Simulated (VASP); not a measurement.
# SnSe (P4_132) in VASP: notebook

The runs below take SnSe through single point, with PBE.

Everything below comes from runs of VASP 6.6.1. Logs are shortened: lines on timing, memory, paths and dates and some standing lists are left out, and cuts for length are marked.

## (1) The cell of the first run

It takes space group P4_132 (No. 213, cubic). Conventional cell: a = 6.920 Å, b = 6.920 Å, c = 6.920 Å, α = 90.00°, β = 90.00°, γ = 90.00°. Sn (site symmetry 32) has 3 Se at 2.45 Å within 3.2 Å. Within 3.2 Å of Se (site symmetry 32) lie 3 Sn at 2.45 Å.

The cell was generated, and may not be a known phase.

## (2) Single point, PBE

The input, INCAR:

```
SYSTEM = SnSe
PREC = Accurate
ENCUT = 520
EDIFF = 1E-6
ISMEAR = 0
SIGMA = 0.1
LREAL = .False.
LASPH = .True.
NELM = 100
ALGO = Normal
ISIF = 2
LWAVE = .False.
LCHARG = .True.
GGA = PE
LELF = .True.
LVHAR = .True.
NBANDS = 50
```

The input, KPOINTS:

```
regular mesh
0
Gamma
  4 4 4
  0 0 0
```

The input, POSCAR:

```
SnSe
1.0
    6.9204597200      0.0000000000      0.0000000000
    0.0000000000      6.9204597200      0.0000000000
    0.0000000000      0.0000000000      6.9204597200
Sn Se
4 4
Direct
    0.8750000000      0.8750000000      0.8750000000
    0.6250000000      0.1250000000      0.3750000000
    0.1250000000      0.3750000000      0.6250000000
    0.3750000000      0.6250000000      0.1250000000
    0.3750000000      0.3750000000      0.3750000000
    0.1250000000      0.6250000000      0.8750000000
    0.6250000000      0.8750000000      0.1250000000
    0.8750000000      0.1250000000      0.6250000000
```

Potentials or basis: VASP PAW PBE potentials, release 64 (Sn_d, Se).

Run with:

```bash
> cat potpaw_PBE.64/Sn_d/POTCAR potpaw_PBE.64/Se/POTCAR > POTCAR
> mpirun -np 1 vasp_std > vasp.out
```

OUTCAR:

```text
SYSTEM = SnSe
   PREC = Accurate
   ENCUT = 520
   EDIFF = 1E-6
   ISMEAR = 0
   LREAL = .False.
   LASPH = .True.
   NELM = 100
   ISIF = 2
   GGA = PE

 ion  position               nearest neighbor table
   1  0.875  0.875  0.875-   6 2.45   7 2.45   8 2.45
   2  0.625  0.125  0.375-   5 2.45   7 2.45   8 2.45
   3  0.125  0.375  0.625-   5 2.45   6 2.45   8 2.45
   4  0.375  0.625  0.125-   5 2.45   6 2.45   7 2.45
   5  0.375  0.375  0.375-   2 2.45   3 2.45   4 2.45
   6  0.125  0.625  0.875-   1 2.45   3 2.45   4 2.45
   7  0.625  0.875  0.125-   1 2.45   2 2.45   4 2.45
   8  0.875  0.125  0.625-   1 2.45   2 2.45   3 2.45

  LATTYP: Found a simple cubic cell.
 ALAT       =     6.9204597200

  Lattice vectors:

 A1 = (   6.9204597200,   0.0000000000,   0.0000000000)
 A2 = (   0.0000000000,   6.9204597200,   0.0000000000)
 A3 = (   0.0000000000,   0.0000000000,   6.9204597200)

Analysis of symmetry for initial positions (statically):
=====================================================================
 Subroutine PRICEL returns:
 Original cell was already a primitive cell.

 Routine SETGRP: Setting up the symmetry group for a
 simple cubic supercell.

 Subroutine GETGRP returns: Found 24 space group operations
 (whereof  3 operations were pure point group operations)
 out of a pool of 48 trial point group operations.

The static configuration has the point symmetry C_3 .
 The point group associated with its full space group is O   .

Analysis of symmetry for dynamics (positions and initial velocities):
=====================================================================
 Subroutine PRICEL returns:
 Original cell was already a primitive cell.

 Routine SETGRP: Setting up the symmetry group for a
 simple cubic supercell.

 Subroutine GETGRP returns: Found 24 space group operations
 (whereof  3 operations were pure point group operations)
 out of a pool of 48 trial point group operations.

The dynamic configuration has the point symmetry C_3 .
 The point group associated with its full space group is O   .

 Subroutine INISYM returns: Found 24 space group operations
 (whereof  3 operations are pure point group operations),
 and found     1 'primitive' translations

----------------------------------------------------------------------------------------

                                     Primitive cell

  volume of cell :     331.4399

  direct lattice vectors                    reciprocal lattice vectors
     6.920459720  0.000000000  0.000000000     0.144499071  0.000000000  0.000000000
     0.000000000  6.920459720  0.000000000     0.000000000  0.144499071  0.000000000
     0.000000000  0.000000000  6.920459720     0.000000000  0.000000000  0.144499071

  length of vectors
     6.920459720  6.920459720  6.920459720     0.144499071  0.144499071  0.144499071

  position of ions in fractional coordinates (direct lattice)
     0.875000000  0.875000000  0.875000000
     0.625000000  0.125000000  0.375000000
     0.125000000  0.375000000  0.625000000
     0.375000000  0.625000000  0.125000000
     0.375000000  0.375000000  0.375000000
     0.125000000  0.625000000  0.875000000
     0.625000000  0.875000000  0.125000000
     0.875000000  0.125000000  0.625000000

  ion indices of the primitive-cell ions
   primitive index   ion index
                 1           1
                 2           2
                 3           3
                 4           4
                 5           5
                 6           6
                 7           7
                 8           8

----------------------------------------------------------------------------------------

 KPOINTS: regular mesh

Automatic generation of k-mesh.
 Grid dimensions read from file:
 generate k-points for:    4    4    4

 Generating k-lattice:

  Cartesian coordinates                     Fractional coordinates (reciprocal lattice)
     0.036124768  0.000000000  0.000000000     0.250000000  0.000000000  0.000000000
     0.000000000  0.036124768  0.000000000     0.000000000  0.250000000  0.000000000
     0.000000000  0.000000000  0.036124768     0.000000000  0.000000000  0.250000000

  Length of vectors
     0.036124768  0.036124768  0.036124768

  Shift w.r.t. Gamma in fractional coordinates (k-lattice)
     0.000000000  0.000000000  0.000000000

 Subroutine IBZKPT returns following result:
 ===========================================

 Found     10 irreducible k-points:

 Following reciprocal coordinates:
            Coordinates               Weight
  0.000000  0.000000  0.000000      1.000000
  0.250000  0.000000  0.000000      6.000000
  0.500000  0.000000  0.000000      3.000000
  0.250000  0.250000  0.000000     12.000000
  0.500000  0.250000  0.000000     12.000000
  0.500000  0.500000  0.000000      3.000000
  0.250000  0.250000  0.250000      8.000000
  0.500000  0.250000  0.250000     12.000000
  0.500000  0.500000  0.250000      6.000000
  0.500000  0.500000  0.500000      1.000000
   k-points           NKPTS =     10   k-points in BZ     NKDIM =     10   number of bands    NBANDS=     50
   number of dos      NEDOS =    301   number of ions     NIONS =      8
   total plane-waves  NPLWV = 157464
   dimension x,y,z NGX =    54 NGY =   54 NGZ =   54
   dimension x,y,z NGXF=   108 NGYF=  108 NGZF=  108
   ions per type =               4   4
   NGX,Y,Z   is equivalent  to a cutoff of  12.97, 12.97, 12.97 a.u.
   NGXF,Y,Z  is equivalent  to a cutoff of  25.94, 25.94, 25.94 a.u.
 SYSTEM =  SnSe
   PREC   = accura    normal or accurate (medium, high low for compatibility)
   ISTART =      0    job   : 0-new  1-cont  2-samecut
   ICHARG =      2    charge: 1-file 2-atom 10-const
   ISPIN  =      1    spin polarized calculation?
   LNONCOLLINEAR =      F non collinear calculations
   LSORBIT =      F    spin-orbit coupling
   LASPH  =      T    aspherical Exc in radial PAW
   ENCUT  =  520.0 eV  38.22 Ry    6.18 a.u.  12.87 12.87 12.87*2*pi/ulx,y,z
   NELM   =    100;   NELMIN=  2; NELMDL= -5     # of ELM steps
   EDIFF  = 0.1E-05   stopping-criterion for ELM
   LREAL  =      F    real-space projection
   EDIFFG = 0.1E-04   stopping-criterion for IOM
   NSW    =      0    number of steps for IOM
   IBRION =     -1    ionic relax: 0-MD 1-quasi-New 2-CG
   NFREE  =      0    steps in history (QN), initial steepest desc. (CG)
   ISIF   =      2    stress and relaxation
   ISYM   =      2    0-nonsym 1-usesym 2-fastsym
   POTIM  = 0.5000    time-step for ionic-motion
   TEBEG  =    0.0;   TEEND  =   0.0 temperature during run
   PSTRESS=    0.0 pullay stress
   NELECT =      80.0000    total number of electrons
   NUPDOWN=      -1.0000    fix difference up-down
   EMIN   =  10.00;   EMAX   =-10.00  energy-range for DOS
   EFERMI =   0.00;   METHOD = LEGACY
   ISMEAR =     0;   SIGMA  =   0.10  broadening in eV -4-tet -1-fermi 0-gaus
   EFERMI_NEDOS =   21; number of points for ismear=-14 and -15
   IALGO  =     38    algorithm
   IMIX   =      4    mixing-type and parameters
     AMIX     =   0.40;   BMIX     =  1.00
     AMIX_MAG =   1.60;   BMIX_MAG =  1.00
  volume/ion in A,a.u.               =      41.43       279.58
  Fermi-wavevector in a.u.,A,eV,Ry     =   1.019303  1.926203 14.136156  1.038978
  Thomas-Fermi vector in A             =   2.152809
   LORBIT       =      0    0 simple, 1 ext, 2 COOP (PROOUT), +10 PAW based schemes
   GGA     = PE    functional components
   LHFCALC =     F    Hartree Fock is set to
   AEXX    =    0.0000 exact exchange contribution
   IVDW    =     0    specifies the selected vdW correction
   LEPSILON=     F    determine dielectric tensor
   LRPA    =     F    only Hartree local field effects (RPA)
 non-spin polarized calculation
 Gauss-broadening in eV      SIGMA  =   0.10
  energy-cutoff  :      520.00
  volume of cell :      331.44
 maximum number of plane-waves:      9008
 NGX is ok and might be reduce to    54
   NGX = 25   NGY = 25   NGZ = 25

 number of electron      79.9999997 magnetization

 Free energy of the ion-electron system (eV)
  ---------------------------------------------------
  ext. energy  EPLUGINS =         0.00000000
  ---------------------------------------------------
  free energy    TOTEN  =       -24.64801639 eV

  energy without entropy =      -24.63700876  energy(sigma->0) =      -24.64251258

 E-fermi :   2.5336     XC(G=0):  -7.1450

 val. band max:        2.4824586983   @ k =   0.2500   0.0000   0.0000
 cond. band min:       2.5993543464   @ k =   0.2500   0.0000   0.0000
 fundamental gap:      0.1168956481
 Fermi energy:         2.5335788316

 k-point     1 :       0.0000    0.0000    0.0000
  band No.  band energies     occupation
      1     -19.6193      2.00000
      2     -19.6193      2.00000
      3     -19.6193      2.00000
      4     -19.5589      2.00000
      5     -19.5589      2.00000
      6     -19.5589      2.00000
[... 42 lines left out ...]
     49       7.4524      0.00000
     50       7.4527      0.00000

 k-point     2 :       0.2500    0.0000    0.0000
  band No.  band energies     occupation
      1     -19.6231      2.00000
      2     -19.6203      2.00000
      3     -19.6087      2.00000
      4     -19.5707      2.00000
      5     -19.5581      2.00000
      6     -19.5557      2.00000
[... 42 lines left out ...]
     49       6.8334      0.00000
     50       7.0401      0.00000

 k-point     3 :       0.5000    0.0000    0.0000
  band No.  band energies     occupation
      1     -19.6223      2.00000
      2     -19.6223      2.00000
      3     -19.5913      2.00000
      4     -19.5913      2.00000
      5     -19.5532      2.00000
      6     -19.5532      2.00000
[... 360 lines left out ...]
     49       6.7851      0.00000
     50       6.8061      0.00000

 k-point    10 :       0.5000    0.5000    0.5000
  band No.  band energies     occupation
      1     -19.6059      2.00000
      2     -19.6059      2.00000
      3     -19.6059      2.00000
      4     -19.6059      2.00000
      5     -19.5557      2.00000
      6     -19.5557      2.00000
[... 42 lines left out ...]
     49       6.5215      0.00000
     50       6.5215      0.00000

------------------------ aborting loop because EDIFF is reached ----------------------------------------

  FORCE on cell =-STRESS in cart. coord.  units (eV):
  Direction    XX          YY          ZZ          XY          YZ          ZX
  --------------------------------------------------------------------------------------
  -------------------------------------------------------------------------------------
  Total       25.9174953     25.9174953     25.9174953      0.0000000      0.0000000      0.0000000
  in kB      125.2849128    125.2849128    125.2849128      0.0000000      0.0000000      0.0000000
  external PRESSURE =     125.2849128 kB  Pullay stress =       0.0000000 kB

 VOLUME and BASIS-vectors are now :
 -----------------------------------------------------------------------------
  energy-cutoff  :      520.00
  volume of cell :      331.44
      direct lattice vectors                 reciprocal lattice vectors
     6.920459720  0.000000000  0.000000000     0.144499071  0.000000000  0.000000000
     0.000000000  6.920459720  0.000000000     0.000000000  0.144499071  0.000000000
     0.000000000  0.000000000  6.920459720     0.000000000  0.000000000  0.144499071

 POSITION                                       TOTAL-FORCE (eV/Angst)
 -----------------------------------------------------------------------------------
      6.05540      6.05540      6.05540         0.000000     -0.000000      0.000000
      4.32529      0.86506      2.59517        -0.000000      0.000000      0.000000
      0.86506      2.59517      4.32529         0.000000      0.000000      0.000000
      2.59517      4.32529      0.86506        -0.000000     -0.000000     -0.000000
      2.59517      2.59517      2.59517         0.000000     -0.000000     -0.000000
      0.86506      4.32529      6.05540         0.000000     -0.000000     -0.000000
      4.32529      6.05540      0.86506         0.000000      0.000000      0.000000
      6.05540      0.86506      4.32529        -0.000000      0.000000      0.000000
 -----------------------------------------------------------------------------------
    total drift:                               -0.000000      0.000000      0.000000

  FREE ENERGIE OF THE ION-ELECTRON SYSTEM (eV)
  ---------------------------------------------------
  free  energy   TOTEN  =       -24.6480163934 eV

  energy  without entropy=      -24.6370087588  energy(sigma->0) =      -24.64251258
```

It took 6.6 min on 1 thread of AMD EPYC 7R13, shared host; peak memory 0.43 GiB.

What came out:

| Item | Value |
| --- | --- |
| Free energy | -24.6480 eV |
| Pressure | 12.5 GPa |
| Band gap on the k mesh | 0.12 eV |

Caveat: the cell stands under pressure; semilocal functionals underestimate gaps, and a narrow one can read as zero; spin-orbit coupling is left out, which moves the levels of the heavy elements.

(Continued in part 2 of 2.)
